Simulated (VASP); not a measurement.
# CoMo (P-6m2) in VASP: notebook

The runs below take CoMo through single point, with LDA.

Everything below comes from runs of VASP 6.6.1. Logs are shortened: lines on timing, memory, paths and dates and some standing lists are left out, and cuts for length are marked.

## Step 1: The cell of the first run

It takes space group P-6m2 (No. 187, hexagonal). Conventional cell: a = 2.502 Å, b = 2.502 Å, c = 3.884 Å, α = 90.00°, β = 90.00°, γ = 120.00°. Within 3.2 Å of Co (site symmetry -6m2) lie 6 Mo at 2.42 Å and 6 Co at 2.50 Å. Within 3.2 Å of Mo (site symmetry -6m2) lie 6 Co at 2.42 Å and 6 Mo at 2.50 Å.

## Step 2: Single point, LDA, collinear spin, ferromagnetic start (volume scaled by 0.8)

File INCAR:

```
SYSTEM = CoMo
ALGO = Normal
EDIFF = 1E-6
ENCUT = 520
GGA = CA
ISIF = 2
ISMEAR = -1
ISPIN = 2
LASPH = .TRUE.
LCHARG = .FALSE.
LMAXMIX = 4
LORBIT = 11
LREAL = .FALSE.
LWAVE = .FALSE.
MAGMOM = 2 0
NBANDS = 22
NELM = 150
PREC = Accurate
SIGMA = 0.05
```

File KPOINTS:

```
k-points
0
G
  14 14 8
  0 0 0
```

File POSCAR:

```
CoMo
1.0
    2.5017494545      0.0000000000      0.0000000000
   -1.2508747272      2.1665785815      0.0000000000
    0.0000000000      0.0000000000      3.8837269186
Co Mo
1 1
Direct
    0.6666666667      0.3333333333      0.5000000000
    0.3333333333      0.6666666667      0.0000000000
```

Potentials or basis: VASP PAW LDA potentials, release 64 (Co, Mo_sv).

On the command line:

```sh
$ cat potpaw_LDA.64/Co/POTCAR potpaw_LDA.64/Mo_sv/POTCAR > POTCAR
$ mpirun -np 1 vasp_std > vasp.out
```

OUTCAR:

```text
SYSTEM = CoMo
   EDIFF = 1E-6
   ENCUT = 520
   GGA = CA
   ISIF = 2
   ISMEAR = -1
   ISPIN = 2
   LASPH = .TRUE.
   LORBIT = 11
   LREAL = .FALSE.
   NELM = 150
   PREC = Accurate

 ion  position               nearest neighbor table
   1  0.667  0.333  0.500-   2 2.42   2 2.42   2 2.42   2 2.42   2 2.42   2 2.42
   2  0.333  0.667  0.000-   1 2.42   1 2.42   1 2.42   1 2.42   1 2.42   1 2.42

  LATTYP: Found a hexagonal cell.
 ALAT       =     2.5017494545
 C/A-ratio  =     1.5524044231

  Lattice vectors:

 A1 = (   2.5017494545,   0.0000000000,   0.0000000000)
 A2 = (  -1.2508747272,   2.1665785815,   0.0000000000)
 A3 = (   0.0000000000,   0.0000000000,   3.8837269186)

Analysis of symmetry for initial positions (statically):
=====================================================================
 Subroutine PRICEL returns:
 Original cell was already a primitive cell.

 Routine SETGRP: Setting up the symmetry group for a
 hexagonal supercell.

 Subroutine GETGRP returns: Found 12 space group operations
 (whereof 12 operations were pure point group operations)
 out of a pool of 24 trial point group operations.

The static configuration has the point symmetry D_3h.

Analysis of symmetry for dynamics (positions and initial velocities):
=====================================================================
 Subroutine PRICEL returns:
 Original cell was already a primitive cell.

 Routine SETGRP: Setting up the symmetry group for a
 hexagonal supercell.

 Subroutine GETGRP returns: Found 12 space group operations
 (whereof 12 operations were pure point group operations)
 out of a pool of 24 trial point group operations.

The dynamic configuration has the point symmetry D_3h.

Analysis of structural, dynamic, and magnetic symmetry:
=====================================================================
 Subroutine PRICEL returns:
 Original cell was already a primitive cell.

 Routine SETGRP: Setting up the symmetry group for a
 hexagonal supercell.

 Subroutine GETGRP returns: Found 12 space group operations
 (whereof 12 operations were pure point group operations)
 out of a pool of 24 trial point group operations.

The overall configuration has the point symmetry D_3h.

 Subroutine INISYM returns: Found 12 space group operations
 (whereof 12 operations are pure point group operations),
 and found     1 'primitive' translations

----------------------------------------------------------------------------------------

                                     Primitive cell

  volume of cell :      21.0507

  direct lattice vectors                    reciprocal lattice vectors
     2.501749455  0.000000000  0.000000000     0.399720283  0.230778613  0.000000000
    -1.250874727  2.166578582  0.000000000     0.000000000  0.461557226  0.000000000
     0.000000000  0.000000000  3.883726919     0.000000000  0.000000000  0.257484633

  length of vectors
     2.501749455  2.501749454  3.883726919     0.461557226  0.461557226  0.257484633

  position of ions in fractional coordinates (direct lattice)
     0.666666667  0.333333333  0.500000000
     0.333333333  0.666666667  0.000000000

  ion indices of the primitive-cell ions
   primitive index   ion index
                 1           1
                 2           2

----------------------------------------------------------------------------------------

 KPOINTS: k-points

Automatic generation of k-mesh.
 Grid dimensions read from file:
 generate k-points for:   14   14    8

 Generating k-lattice:

  Cartesian coordinates                     Fractional coordinates (reciprocal lattice)
     0.028551449  0.016484187  0.000000000     0.071428571  0.000000000  0.000000000
     0.000000000  0.032968373  0.000000000     0.000000000  0.071428571  0.000000000
     0.000000000  0.000000000  0.032185579     0.000000000  0.000000000  0.125000000

  Length of vectors
     0.032968373  0.032968373  0.032185579

  Shift w.r.t. Gamma in fractional coordinates (k-lattice)
     0.000000000  0.000000000  0.000000000

 Subroutine IBZKPT returns following result:
 ===========================================

 Found    120 irreducible k-points:

 Following reciprocal coordinates:
            Coordinates               Weight
  0.000000  0.000000  0.000000      1.000000
  0.071429  0.000000  0.000000      6.000000
  0.142857  0.000000  0.000000      6.000000
  0.214286  0.000000  0.000000      6.000000
  0.285714 -0.000000  0.000000      6.000000
  0.357143  0.000000  0.000000      6.000000
[... 16 lines left out ...]
  0.285714  0.285714  0.000000      6.000000
  0.357143  0.285714  0.000000      6.000000
 [... further k-points ...]
   k-points           NKPTS =    120   k-points in BZ     NKDIM =    120   number of bands    NBANDS=     22
   number of dos      NEDOS =    301   number of ions     NIONS =      2
   total plane-waves  NPLWV =  12000
   dimension x,y,z NGX =    20 NGY =   20 NGZ =   30
   dimension x,y,z NGXF=    40 NGYF=   40 NGZF=   60
   ions per type =               1   1
   NGX,Y,Z   is equivalent  to a cutoff of  13.29, 13.29, 12.84 a.u.
   NGXF,Y,Z  is equivalent  to a cutoff of  26.58, 26.58, 25.68 a.u.
 SYSTEM =  CoMo
   PREC   = accura    normal or accurate (medium, high low for compatibility)
   ISTART =      0    job   : 0-new  1-cont  2-samecut
   ICHARG =      2    charge: 1-file 2-atom 10-const
   ISPIN  =      2    spin polarized calculation?
   LNONCOLLINEAR =      F non collinear calculations
   LSORBIT =      F    spin-orbit coupling
   LASPH  =      T    aspherical Exc in radial PAW
   ENCUT  =  520.0 eV  38.22 Ry    6.18 a.u.   4.65  4.65  7.22*2*pi/ulx,y,z
   NELM   =    150;   NELMIN=  2; NELMDL= -5     # of ELM steps
   EDIFF  = 0.1E-05   stopping-criterion for ELM
   LREAL  =      F    real-space projection
   EDIFFG = 0.1E-04   stopping-criterion for IOM
   NSW    =      0    number of steps for IOM
   IBRION =     -1    ionic relax: 0-MD 1-quasi-New 2-CG
   NFREE  =      0    steps in history (QN), initial steepest desc. (CG)
   ISIF   =      2    stress and relaxation
   ISYM   =      2    0-nonsym 1-usesym 2-fastsym
   POTIM  = 0.5000    time-step for ionic-motion
   TEBEG  =    0.0;   TEEND  =   0.0 temperature during run
   PSTRESS=    0.0 pullay stress
   NELECT =      23.0000    total number of electrons
   NUPDOWN=      -1.0000    fix difference up-down
   EMIN   =  10.00;   EMAX   =-10.00  energy-range for DOS
   EFERMI =   0.00;   METHOD = LEGACY
   ISMEAR =    -1;   SIGMA  =   0.05  broadening in eV -4-tet -1-fermi 0-gaus
   EFERMI_NEDOS =   21; number of points for ismear=-14 and -15
   IALGO  =     38    algorithm
   IMIX   =      4    mixing-type and parameters
     AMIX     =   0.40;   BMIX     =  1.00
     AMIX_MAG =   1.60;   BMIX_MAG =  1.00
  volume/ion in A,a.u.               =      10.53        71.03
  Fermi-wavevector in a.u.,A,eV,Ry     =   1.686146  3.186354 38.682557  2.843088
  Thomas-Fermi vector in A             =   2.768863
   LORBIT       =     11    0 simple, 1 ext, 2 COOP (PROOUT), +10 PAW based schemes
   GGA     = CA    functional components
   LHFCALC =     F    Hartree Fock is set to
   AEXX    =    0.0000 exact exchange contribution
   IVDW    =     0    specifies the selected vdW correction
   LEPSILON=     F    determine dielectric tensor
   LRPA    =     F    only Hartree local field effects (RPA)
 spin polarized calculation
  energy-cutoff  :      520.00
  volume of cell :       21.05
 maximum number of plane-waves:       580
 NGX is ok and might be reduce to    20
   NGX =  9   NGY =  9   NGZ = 15

 number of electron      22.9999999 magnetization       0.0023927

 Free energy of the ion-electron system (eV)
  ---------------------------------------------------
  ext. energy  EPLUGINS =         0.00000000
  ---------------------------------------------------
  free energy    TOTEN  =       -19.22684336 eV

  energy without entropy =      -19.20857460  energy(sigma->0) =      -19.21770898

 E-fermi :  15.1373     XC(G=0): -14.9885

 val. band max:       15.1327257919   @ k =   0.3571   0.1429   0.3750
 cond. band min:      15.1433814581   @ k =   0.2143   0.0000   0.1250
 fundamental gap:      0.0106556662
 Fermi energy:        15.1372851823

 spin component 1

 k-point     1 :       0.0000    0.0000    0.0000
  band No.  band energies     occupation
      1     -45.5602      1.00000
      2     -19.9019      1.00000
      3     -18.2424      1.00000
      4     -18.2424      1.00000
      5       6.4116      1.00000
      6       9.0678      1.00000
[... 14 lines left out ...]
     21      39.7828      0.00000
     22      39.7907      0.00000

 k-point     2 :       0.0714    0.0000    0.0000
  band No.  band energies     occupation
      1     -45.5310      1.00000
      2     -19.8783      1.00000
      3     -18.4059      1.00000
      4     -18.2778      1.00000
      5       6.6133      1.00000
      6       9.2894      1.00000
[... 542 lines left out ...]
 k-point    24 :       0.3571    0.2857    0.0000
  band No.  band energies     occupation
      1     -44.8633      1.00000
      2     -20.5676      1.00000
      3     -20.1237      1.00000
      4     -19.3430      1.00000
      5       9.6716      1.00000
      6      10.9812      1.00000
[... 14 lines left out ...]
     21      34.4638      0.00000
     22      34.5518      0.00000

 [... further k-points ...]

 spin component 2

 k-point     1 :       0.0000    0.0000    0.0000
  band No.  band energies     occupation
      1     -45.5603      1.00000
      2     -19.9020      1.00000
      3     -18.2424      1.00000
      4     -18.2424      1.00000
      5       6.4118      1.00000
      6       9.0681      1.00000
[... 14 lines left out ...]
     21      39.7827      0.00000
     22      39.7889      0.00000

 k-point     2 :       0.0714    0.0000    0.0000
  band No.  band energies     occupation
      1     -45.5311      1.00000
      2     -19.8784      1.00000
      3     -18.4060      1.00000
      4     -18.2779      1.00000
      5       6.6135      1.00000
      6       9.2897      1.00000
[... 542 lines left out ...]
 k-point    24 :       0.3571    0.2857    0.0000
  band No.  band energies     occupation
      1     -44.8634      1.00000
      2     -20.5676      1.00000
      3     -20.1238      1.00000
      4     -19.3431      1.00000
      5       9.6722      1.00000
      6      10.9824      1.00000
[... 14 lines left out ...]
     21      34.4639      0.00000
     22      34.5520      0.00000

 [... further k-points ...]
[... 5 lines left out ...]
  --------------------------------------------------------------------------------------
  -------------------------------------------------------------------------------------
  Total        8.9485154      8.9485154      9.2717942      0.0000000      0.0000000     -0.0000000
  in kB      681.0745148    681.0745148    705.6793694      0.0000000      0.0000000     -0.0000000
  external PRESSURE =     689.2761330 kB  Pullay stress =       0.0000000 kB

 VOLUME and BASIS-vectors are now :
 -----------------------------------------------------------------------------
  energy-cutoff  :      520.00
  volume of cell :       21.05
      direct lattice vectors                 reciprocal lattice vectors
     2.501749455  0.000000000  0.000000000     0.399720283  0.230778613  0.000000000
    -1.250874727  2.166578582  0.000000000     0.000000000  0.461557226  0.000000000
     0.000000000  0.000000000  3.883726919     0.000000000  0.000000000  0.257484633

 POSITION                                       TOTAL-FORCE (eV/Angst)
 -----------------------------------------------------------------------------------
      1.25087      0.72219      1.94186        -0.000000      0.000000      0.000000
     -0.00000      1.44439      0.00000         0.000000     -0.000000      0.000000
 -----------------------------------------------------------------------------------
    total drift:                                0.000000     -0.000000      0.000000

  FREE ENERGIE OF THE ION-ELECTRON SYSTEM (eV)
  ---------------------------------------------------
  free  energy   TOTEN  =       -19.2268433551 eV

  energy  without entropy=      -19.2085745972  energy(sigma->0) =      -19.21770898

 total charge

# of ion       s       p       d       tot
------------------------------------------
    1        0.576   0.692   7.532   8.801
    2        2.497   6.281   4.508  13.286
--------------------------------------------------
tot          3.073   6.973  12.040  22.086

 magnetization (x)

# of ion       s       p       d       tot
------------------------------------------
    1       -0.000  -0.000   0.002   0.002
    2       -0.000  -0.000  -0.000  -0.000
--------------------------------------------------
tot         -0.000  -0.000   0.002   0.002
```

Wall time 85 s (1 thread of Intel Xeon 6975P-C, shared host); peak memory 0.2 GiB.

Results:

```
Free energy                                           : -19.2268 eV
Pressure                                              : 68.9 GPa
Net moment                                            : 0.00 μB per cell
Valence electrons inside the program's atomic spheres : Co 8.80; Mo 13.29
```

Caveat: the starting moments collapsed, and a magnetic state may lie lower.

## Step 3: Single point, LDA, collinear spin, ferromagnetic start (volume scaled by 0.8)

File INCAR:

```
PREC = Accurate ; ENCUT = 520
EDIFF = 1E-6 ; ISMEAR = -1
SIGMA = 0.05 ; LREAL = F
LASPH = T ; NELM = 150
ALGO = Normal ; ISIF = 2
LWAVE = F ; LCHARG = F
ISPIN = 2 ; MAGMOM = 2 0
LORBIT = 11 ; LMAXMIX = 4
GGA = CA ; NBANDS = 22
```

File KPOINTS:

```
regular mesh
0
Gamma
  14 14 8
```

POSCAR is that of step 2.

Potentials or basis: VASP PAW LDA potentials, release 64 (Co, Mo_sv).

On the command line:

```sh
$ cat potpaw_LDA.64/Co/POTCAR potpaw_LDA.64/Mo_sv/POTCAR > POTCAR
$ mpirun -np 1 vasp_std > vasp.out
```

Wall time 85 s (1 thread of Intel Xeon 6975P-C, shared host); peak memory 0.2 GiB.

The run converged. Its results:

| Property | Result |
| --- | --- |
| Free energy | -19.2268 eV |
| Pressure | 68.9 GPa |
| Net moment | 0.00 μB per cell |
| Valence electrons inside the program's atomic spheres | Co 8.80; Mo 13.29 |

Stress tensor (GPa, compression positive):
```
68.11  0.00  0.00
 0.00 68.11  0.00
 0.00  0.00 70.57
```

Levels at points of the mesh, in eV from the Fermi level:
Spin up:
```csv
k point,band 8,band 9,band 10,band 11,band 12,band 13,band 14,band 15,band 16,band 17
"(0.00, 0.00, 0.00)",-2.03,-1.77,-1.37,-1.37,-0.86,-0.86,2.22,3.73,3.73,13.36
"(0.50, 0.00, 0.00)",-2.59,-1.77,-1.52,-1.07,0.16,3.55,4.05,6.58,9.48,11.84
"(0.00, 0.00, 0.50)",-2.27,-2.27,-2.18,-2.18,-2.07,0.47,0.47,3.70,3.70,14.15
"(0.50, 0.00, 0.50)",-3.58,-1.42,-0.31,0.09,1.36,2.67,2.76,5.80,6.60,11.15
```
Spin down:
| k point | band 10 | band 11 | band 12 | band 13 | band 14 | band 15 |
| --- | --- | --- | --- | --- | --- | --- |
| (0.00, 0.00, 0.00) | -1.37 | -1.37 | -0.86 | -0.86 | 2.22 | 3.73 |
| (0.50, 0.00, 0.00) | -1.52 | -1.06 | 0.16 | 3.55 | 4.06 | 6.58 |
| (0.00, 0.00, 0.50) | -2.18 | -2.18 | -2.07 | 0.47 | 0.47 | 3.70 |
| (0.50, 0.00, 0.50) | -0.31 | 0.09 | 1.36 | 2.67 | 2.76 | 5.80 |

Caveat: the starting moments collapsed, and a magnetic state may lie lower.
